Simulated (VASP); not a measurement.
# MnO2 (R-3m) in VASP: a series of runs

MnO2 is run at these levels: PBEsol+U; tasks: single point.

Everything below comes from runs of VASP 6.6.1. Logs are shortened: lines on timing, memory, paths and dates and some standing lists are left out, and cuts for length are marked.

**1. The cell of the first run**

The structure is trigonal, space group R-3m (No. 166). Conventional cell: a = 2.799 Å, b = 2.799 Å, c = 13.471 Å, α = 90.00°, β = 90.00°, γ = 120.00°. Mn (site symmetry -3m) has 6 O at 1.86 Å within 2.5 Å. Within 2.5 Å of O (site symmetry 3m) lie 3 Mn at 1.86 Å and 3 O at 2.46 Å.

**2. Single point, PBEsol+U, collinear spin, ferromagnetic start**

Contents of INCAR:

```
PREC = Accurate
ENCUT = 520
EDIFF = 1E-6
ISMEAR = -1
SIGMA = 0.1
LREAL = F
LASPH = T
NELM = 150
ALGO = Normal
ISIF = 2
LWAVE = F
LCHARG = T
ISPIN = 2
MAGMOM = 4 0 0
LORBIT = 11
LMAXMIX = 4
LDAU = T
LDAUTYPE = 2
LDAUL = 2 -1
LDAUU = 3.5 0
LDAUJ = 0 0
LDAUPRINT = 1
GGA = PS
LELF = T
LVHAR = T
NBANDS = 24
```

Contents of KPOINTS:

```
Automatic mesh
0
Gamma
  12 12 12
```

Contents of POSCAR:

```
MnO2
1.0
    1.3992749265      0.8078717561      4.4903556501
   -1.3992749265      0.8078717561      4.4903556501
    0.0000000000     -1.6157435121      4.4903556501
Mn O
1 2
Direct
    0.0000000000      0.0000000000      0.0000000000
    0.2643644900      0.2643644900      0.2643644900
    0.7356355100      0.7356355100      0.7356355100
```

Potentials or basis: VASP PAW PBE potentials, release 64 (Mn_pv, O).

On the command line:

```bash
> cat potpaw_PBE.64/Mn_pv/POTCAR potpaw_PBE.64/O/POTCAR > POTCAR
> mpirun -np 1 vasp_std > vasp.out
```

OUTCAR:

```text
PREC = Accurate
   ENCUT = 520
   EDIFF = 1E-6
   ISMEAR = -1
   LREAL = F
   LASPH = T
   NELM = 150
   ISIF = 2
   ISPIN = 2
   LORBIT = 11
   GGA = PS

 ion  position               nearest neighbor table
   1  0.000  0.000  0.000-   3 1.86   3 1.86   2 1.86   2 1.86   3 1.86   2 1.86
   2  0.264  0.264  0.264-   1 1.86   1 1.86   1 1.86
   3  0.736  0.736  0.736-   1 1.86   1 1.86   1 1.86

  LATTYP: Found a trigonal (rhomboedric) cell.
 ALAT       =     4.7722029461
 COS(alpha) =     0.8280515397

  Lattice vectors:

 A1 = (   1.3992749265,   0.8078717561,   4.4903556501)
 A2 = (  -1.3992749265,   0.8078717561,   4.4903556501)
 A3 = (   0.0000000000,  -1.6157435121,   4.4903556501)

Analysis of symmetry for initial positions (statically):
=====================================================================
 Subroutine PRICEL returns:
 Original cell was already a primitive cell.

 Routine SETGRP: Setting up the symmetry group for a
 trigonal (rhombohedral) supercell.

 Subroutine GETGRP returns: Found 12 space group operations
 (whereof 12 operations were pure point group operations)
 out of a pool of 12 trial point group operations.

The static configuration has the point symmetry D_3d.

Analysis of symmetry for dynamics (positions and initial velocities):
=====================================================================
 Subroutine PRICEL returns:
 Original cell was already a primitive cell.

 Routine SETGRP: Setting up the symmetry group for a
 trigonal (rhombohedral) supercell.

 Subroutine GETGRP returns: Found 12 space group operations
 (whereof 12 operations were pure point group operations)
 out of a pool of 12 trial point group operations.

The dynamic configuration has the point symmetry D_3d.

Analysis of structural, dynamic, and magnetic symmetry:
=====================================================================
 Subroutine PRICEL returns:
 Original cell was already a primitive cell.

 Routine SETGRP: Setting up the symmetry group for a
 trigonal (rhombohedral) supercell.

 Subroutine GETGRP returns: Found 12 space group operations
 (whereof 12 operations were pure point group operations)
 out of a pool of 12 trial point group operations.

The overall configuration has the point symmetry D_3d.

 Subroutine INISYM returns: Found 12 space group operations
 (whereof 12 operations are pure point group operations),
 and found     1 'primitive' translations

----------------------------------------------------------------------------------------

                                     Primitive cell

  volume of cell :      30.4563

  direct lattice vectors                    reciprocal lattice vectors
     1.399274926  0.807871756  4.490355650     0.357327921  0.206303371  0.074233170
    -1.399274926  0.807871756  4.490355650    -0.357327921  0.206303371  0.074233170
     0.000000000 -1.615743512  4.490355650     0.000000000 -0.412606742  0.074233170

  length of vectors
     4.772202946  4.772202946  4.772202946     0.419231305  0.419231305  0.419231305

  position of ions in fractional coordinates (direct lattice)
     0.000000000  0.000000000  0.000000000
     0.264364490  0.264364490  0.264364490
     0.735635510  0.735635510  0.735635510

  ion indices of the primitive-cell ions
   primitive index   ion index
[... 66 lines left out ...]
   PREC   = accura    normal or accurate (medium, high low for compatibility)
   ISTART =      0    job   : 0-new  1-cont  2-samecut
   ICHARG =      2    charge: 1-file 2-atom 10-const
   ISPIN  =      2    spin polarized calculation?
   LNONCOLLINEAR =      F non collinear calculations
   LSORBIT =      F    spin-orbit coupling
   LASPH  =      T    aspherical Exc in radial PAW
   ENCUT  =  520.0 eV  38.22 Ry    6.18 a.u.   8.87  8.87  8.87*2*pi/ulx,y,z
   NELM   =    150;   NELMIN=  2; NELMDL= -5     # of ELM steps
   EDIFF  = 0.1E-05   stopping-criterion for ELM
   LREAL  =      F    real-space projection
   EDIFFG = 0.1E-04   stopping-criterion for IOM
   NSW    =      0    number of steps for IOM
   IBRION =     -1    ionic relax: 0-MD 1-quasi-New 2-CG
   NFREE  =      0    steps in history (QN), initial steepest desc. (CG)
   ISIF   =      2    stress and relaxation
   ISYM   =      2    0-nonsym 1-usesym 2-fastsym
   POTIM  = 0.5000    time-step for ionic-motion
   TEBEG  =    0.0;   TEEND  =   0.0 temperature during run
   PSTRESS=    0.0 pullay stress
   NELECT =      25.0000    total number of electrons
   NUPDOWN=      -1.0000    fix difference up-down
   EMIN   =  10.00;   EMAX   =-10.00  energy-range for DOS
   EFERMI =   0.00;   METHOD = LEGACY
   ISMEAR =    -1;   SIGMA  =   0.10  broadening in eV -4-tet -1-fermi 0-gaus
   EFERMI_NEDOS =   21; number of points for ismear=-14 and -15
   IALGO  =     38    algorithm
   IMIX   =      4    mixing-type and parameters
     AMIX     =   0.40;   BMIX     =  1.00
     AMIX_MAG =   1.60;   BMIX_MAG =  1.00
  volume/ion in A,a.u.               =      10.15        68.51
  Fermi-wavevector in a.u.,A,eV,Ry     =   1.532836  2.896640 31.968059  2.349586
  Thomas-Fermi vector in A             =   2.639987
   LORBIT       =     11    0 simple, 1 ext, 2 COOP (PROOUT), +10 PAW based schemes
 LDA+U is selected, type is set to LDAUTYPE =  2
   angular momentum for each species LDAUL =     2   -1
   U (eV)           for each species LDAUU =   3.5  0.0
   J (eV)           for each species LDAUJ =   0.0  0.0
   GGA     = PS    functional components
   LHFCALC =     F    Hartree Fock is set to
   AEXX    =    0.0000 exact exchange contribution
   IVDW    =     0    specifies the selected vdW correction
   LEPSILON=     F    determine dielectric tensor
   LRPA    =     F    only Hartree local field effects (RPA)
 spin polarized calculation
  energy-cutoff  :      520.00
  volume of cell :       30.46
 maximum number of plane-waves:       834
   NGX = 17   NGY = 17   NGZ = 17

atom =   1  type =  1  l = 2

 onsite density matrix

spin component  1

  0.7927  0.0000 -0.0000 -0.2084 -0.0000
  0.0000  0.7150 -0.0000  0.0000 -0.2084
 -0.0000 -0.0000  0.9649 -0.0000  0.0000
 -0.2084  0.0000 -0.0000  0.7150 -0.0000
 -0.0000 -0.2084  0.0000 -0.0000  0.7927

spin component  2

  0.2203  0.0000  0.0000  0.1273 -0.0000
  0.0000  0.2423  0.0000 -0.0000  0.1273
  0.0000  0.0000  0.0983  0.0000  0.0000
  0.1273 -0.0000  0.0000  0.2423 -0.0000
 -0.0000  0.1273  0.0000 -0.0000  0.2203

 occupancies and eigenvectors

  o =  0.0983  v =  0.0000  0.0000  0.0000  0.0000  0.0000 -0.0000  0.0000  1.0000  0.0000 -0.0000      0.0000  0.0000  0.0000  0.0000  0.0000  0.0000  0.0000  0.0000  0.0000  0.0000
  o =  0.1036  v =  0.0000  0.0000  0.0000  0.0000  0.0000 -0.7370  0.0000 -0.0000  0.6759 -0.0000      0.0000  0.0000  0.0000  0.0000  0.0000  0.0000  0.0000  0.0000  0.0000  0.0000
  o =  0.1036  v =  0.0000  0.0000  0.0000  0.0000  0.0000 -0.0000 -0.6759  0.0000  0.0000  0.7370      0.0000  0.0000  0.0000  0.0000  0.0000  0.0000  0.0000  0.0000  0.0000  0.0000
  o =  0.3590  v =  0.0000  0.0000  0.0000  0.0000  0.0000 -0.6759  0.0000  0.0000 -0.7370  0.0000      0.0000  0.0000  0.0000  0.0000  0.0000  0.0000  0.0000  0.0000  0.0000  0.0000
  o =  0.3590  v =  0.0000  0.0000  0.0000  0.0000  0.0000 -0.0000 -0.7370 -0.0000 -0.0000 -0.6759      0.0000  0.0000  0.0000  0.0000  0.0000  0.0000  0.0000  0.0000  0.0000  0.0000
  o =  0.5419  v = -0.6391  0.0000 -0.0000 -0.7692 -0.0000  0.0000  0.0000  0.0000  0.0000  0.0000      0.0000  0.0000  0.0000  0.0000  0.0000  0.0000  0.0000  0.0000  0.0000  0.0000
  o =  0.5419  v =  0.0000  0.7692 -0.0000 -0.0000  0.6391  0.0000  0.0000  0.0000  0.0000  0.0000      0.0000  0.0000  0.0000  0.0000  0.0000  0.0000  0.0000  0.0000  0.0000  0.0000
  o =  0.9649  v =  0.0000 -0.0000 -1.0000  0.0000  0.0000  0.0000  0.0000  0.0000  0.0000  0.0000      0.0000  0.0000  0.0000  0.0000  0.0000  0.0000  0.0000  0.0000  0.0000  0.0000
  o =  0.9658  v = -0.7692  0.0000  0.0000  0.6391  0.0000  0.0000  0.0000  0.0000  0.0000  0.0000      0.0000  0.0000  0.0000  0.0000  0.0000  0.0000  0.0000  0.0000  0.0000  0.0000
  o =  0.9658  v =  0.0000 -0.6391  0.0000  0.0000  0.7692  0.0000  0.0000  0.0000  0.0000  0.0000      0.0000  0.0000  0.0000  0.0000  0.0000  0.0000  0.0000  0.0000  0.0000  0.0000

 number of electron      25.0000004 magnetization       3.0000205

 Free energy of the ion-electron system (eV)
  ---------------------------------------------------
  ext. energy  EPLUGINS =         0.00000000
  ---------------------------------------------------
  free energy    TOTEN  =       -22.53689151 eV

  energy without entropy =      -22.53688787  energy(sigma->0) =      -22.53688969

 E-fermi :   4.4017     XC(G=0): -11.4130

 val. band max:        3.3029771188   @ k =  -0.4167   0.5000   0.4167
 cond. band min:       5.4512207671   @ k =   0.5000   0.2500   0.2500
 fundamental gap:      2.1482436483
 Fermi energy:         4.4017476139

 spin component 1

 k-point     1 :       0.0000    0.0000    0.0000
  band No.  band energies     occupation
      1     -46.5832      1.00000
      2     -46.5832      1.00000
      3     -46.5796      1.00000
      4     -16.1441      1.00000
      5     -13.4128      1.00000
      6      -3.5763      1.00000
[... 1289 lines left out ...]
     23      25.7031      0.00000
     24      27.3091      0.00000

 [... further k-points ...]
[... 5 lines left out ...]
  --------------------------------------------------------------------------------------
  -------------------------------------------------------------------------------------
  Total        3.8602391      3.8602391      2.3413583     -0.0000000      0.0000000      0.0000000
  in kB      203.0707236    203.0707239    123.1688784     -0.0000000      0.0000000      0.0000000
  external PRESSURE =     176.4367753 kB  Pullay stress =       0.0000000 kB

 VOLUME and BASIS-vectors are now :
 -----------------------------------------------------------------------------
  energy-cutoff  :      520.00
  volume of cell :       30.46
      direct lattice vectors                 reciprocal lattice vectors
     1.399274926  0.807871756  4.490355650     0.357327921  0.206303371  0.074233170
    -1.399274926  0.807871756  4.490355650    -0.357327921  0.206303371  0.074233170
     0.000000000 -1.615743512  4.490355650     0.000000000 -0.412606742  0.074233170

 POSITION                                       TOTAL-FORCE (eV/Angst)
 -----------------------------------------------------------------------------------
      0.00000      0.00000      0.00000         0.000000      0.000000      0.000000
      0.00000      0.00000      3.56127         0.000000     -0.000000     -1.106277
      0.00000      0.00000      9.90980         0.000000      0.000000      1.106277
 -----------------------------------------------------------------------------------
    total drift:                                0.000000     -0.000000      0.000000

  FREE ENERGIE OF THE ION-ELECTRON SYSTEM (eV)
  ---------------------------------------------------
  free  energy   TOTEN  =       -22.5368915089 eV

  energy  without entropy=      -22.5368878693  energy(sigma->0) =      -22.53688969

 total charge

# of ion       s       p       d       tot
------------------------------------------
    1        0.394   6.549   4.965  11.908
    2        1.579   3.450   0.000   5.029
    3        1.579   3.450   0.000   5.029
--------------------------------------------------
tot          3.552  13.450   4.965  21.967

 magnetization (x)

# of ion       s       p       d       tot
------------------------------------------
    1        0.030   0.044   2.954   3.029
    2        0.002  -0.037   0.000  -0.035
    3        0.002  -0.037   0.000  -0.035
--------------------------------------------------
tot          0.034  -0.029   2.954   2.960
```

It took 24 min on 1 thread of AMD EPYC 7R13, shared host; peak memory 0.35 GiB.

Results:

* Free energy: -22.5369 eV
* Pressure: 17.6 GPa
* Largest force: 1.106 eV/Å
* Band gap on the k mesh: 2.15 eV, indirect (least direct gap 2.36 eV)
* Net moment: 3.00 μB per cell
* Site moments: Mn +3.03; O -0.04 μB
* Valence electrons inside the program's atomic spheres: Mn 11.91; O 5.03

Forces in eV/Å, atoms in the order of the input:
```
Mn   0.000  0.000  0.000
O    0.000  0.000 -1.106
O    0.000  0.000  1.106
```

Eigenvalues of the final occupation matrices:
```csv
site,spin,trace,eigenvalues
site 1 d,1,3.98,0.54 0.54 0.96 0.97 0.97
site 1 d,2,1.02,0.10 0.10 0.10 0.36 0.36
```

Caveat: the PAW data sets were made with another functional, which shifts forces and pressure a little; a cell with one magnetic atom can't hold antiferromagnetic order, which such compounds often take. A k mesh can miss the band edges.

**3. Single point, PBEsol+U, collinear spin, ferromagnetic start**

This run uses another cell than the first one, of 10.37 Å³/atom, 1.021 times its volume.

Contents of INCAR:

```
PREC = Accurate ; ENCUT = 520
EDIFF = 1E-7 ; ISMEAR = -1
SIGMA = 0.1 ; LREAL = F
LASPH = T ; NELM = 150
ALGO = Normal ; ISIF = 2
LWAVE = F ; LCHARG = F
ISPIN = 2 ; MAGMOM = 4 0 0
LORBIT = 11 ; LMAXMIX = 4
LDAU = T ; LDAUTYPE = 2
LDAUL = 2 -1 ; LDAUU = 3.5 0
LDAUJ = 0 0 ; LDAUPRINT = 1
GGA = PS ; NBANDS = 24
```

KPOINTS is that of step 2.

Contents of POSCAR:

```
MnO2
1.0
    1.4091292999      0.8135611812      4.5219789149
   -1.4091292999      0.8135611812      4.5219789149
    0.0000000000     -1.6271223625      4.5219789149
Mn O
1 2
Direct
    0.0000000000      0.0000000000      0.0000000000
    0.2643644900      0.2643644900      0.2643644900
    0.7356355100      0.7356355100      0.7356355100
```

Potentials or basis: VASP PAW PBE potentials, release 64 (Mn_pv, O).

On the command line:

```bash
> cat potpaw_PBE.64/Mn_pv/POTCAR potpaw_PBE.64/O/POTCAR > POTCAR
> mpirun -np 1 vasp_std > vasp.out
```

Run time: 23 min. Hardware: 1 thread of AMD EPYC 7R13, shared host; peak memory 0.35 GiB.

Results (log left out):

```yaml
Free_energy: -22.5985 eV
Pressure: 12.4 GPa
Largest_force: 0.762 eV/Å
Band_gap_on_the_k_mesh: 2.08 eV, indirect (least direct gap 2.26 eV)
Net_moment: 3.00 μB per cell
Site_moments: Mn +3.06; O -0.05 μB
Valence_electrons_inside_the_program's_atomic_spheres: Mn 11.85; O 5.02
```

Forces on the atoms (eV/Å):
```
Mn   0.000  0.000  0.000
O    0.000  0.000 -0.762
O    0.000  0.000  0.762
```

Stress tensor (GPa, compression positive):
```
14.30  0.00  0.00
 0.00 14.30  0.00
 0.00  0.00  8.57
```

Levels at points of the mesh, in eV from the valence-band top:
Spin up:
| k point | band 11 | band 12 | band 13 | band 14 | band 15 | band 16 | band 17 | band 18 |
| --- | --- | --- | --- | --- | --- | --- | --- | --- |
| (0.00, 0.00, 0.00) | -0.72 | -0.72 | -0.67 | -0.46 | 3.51 | 3.51 | 7.99 | 11.03 |
| (0.50, 0.00, 0.00) | -2.45 | -2.27 | -1.63 | -1.25 | 2.58 | 3.29 | 12.76 | 14.17 |
| (0.50, 0.50, 0.00) | -2.39 | -2.36 | -1.45 | -1.30 | 2.87 | 3.40 | 11.78 | 12.96 |
| (0.50, 0.50, 0.50) | -1.93 | -0.78 | -0.78 | -0.18 | 3.54 | 3.54 | 10.12 | 10.41 |
Spin down:
| k point | band 7 | band 8 | band 9 | band 10 | band 11 | band 12 | band 13 | band 14 | band 15 | band 16 |
| --- | --- | --- | --- | --- | --- | --- | --- | --- | --- | --- |
| (0.00, 0.00, 0.00) | -4.50 | -4.50 | -0.79 | -0.79 | -0.46 | 2.52 | 2.52 | 4.18 | 5.36 | 5.36 |
| (0.50, 0.00, 0.00) | -3.97 | -3.70 | -2.78 | -2.25 | -1.58 | 2.81 | 3.30 | 3.62 | 4.83 | 5.33 |
| (0.50, 0.50, 0.00) | -4.28 | -3.62 | -2.36 | -2.12 | -1.28 | 2.57 | 3.31 | 3.65 | 4.92 | 5.39 |
| (0.50, 0.50, 0.50) | -4.48 | -3.88 | -1.94 | -0.85 | -0.85 | 2.52 | 2.52 | 4.16 | 5.39 | 5.39 |

Eigenvalues of the final occupation matrices:
| site | spin | trace | eigenvalues |
| --- | --- | --- | --- |
| site 1 d | 1 | 3.98 | 0.54 0.54 0.96 0.96 0.96 |
| site 1 d | 2 | 0.99 | 0.09 0.10 0.10 0.35 0.35 |

Caveat: the PAW data sets were made with another functional, which shifts forces and pressure a little; a cell with one magnetic atom can't hold antiferromagnetic order, which such compounds often take.
